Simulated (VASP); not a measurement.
Here is a VASP 6.6.1 calculation.

INCAR

```
SYSTEM = BAs
PREC = Accurate
ENCUT = 520
EDIFF = 1E-6
ISMEAR = -1
SIGMA = 0.02
LREAL = .FALSE.
LASPH = .TRUE.
NELM = 80
ALGO = Normal
ISIF = 2
LWAVE = .FALSE.
LCHARG = .FALSE.
GGA = PE
NBANDS = 11
```

The input KPOINTS:

```
regular mesh
0
G
  16 16 16
  0 0 0
```

The input POSCAR:

```
BAs
1.0
    0.0000000000      2.3885000000      2.4362700000
    2.3885000000      0.0000000000      2.4362700000
    2.3885000000      2.3885000000      0.0000000000
B As
1 1
Direct
    0.0000000000      0.0000000000      0.0000000000
    0.2500000000      0.2500000000      0.2500000000
```

Potentials or basis: VASP PAW PBE potentials, release 64 (B, As).

Launch:

```sh
$ cat potpaw_PBE.64/B/POTCAR potpaw_PBE.64/As/POTCAR > POTCAR
$ mpirun -np 1 vasp_std > vasp.out
```

Problem. Predict the band gap on the k mesh.

Solution. 1.06 eV, indirect (least direct gap 3.15 eV).

Problem. Predict the pressure.

Solution. 0.6 GPa.

Stress tensor (GPa, compression positive):
```
 2.02  0.00  0.00
 0.00  2.02  0.00
 0.00  0.00 -2.11
```

Caveat: the cell differs from its parent crystal (z stretched by +2 %, then relaxed in part). A k mesh can miss the band edges.
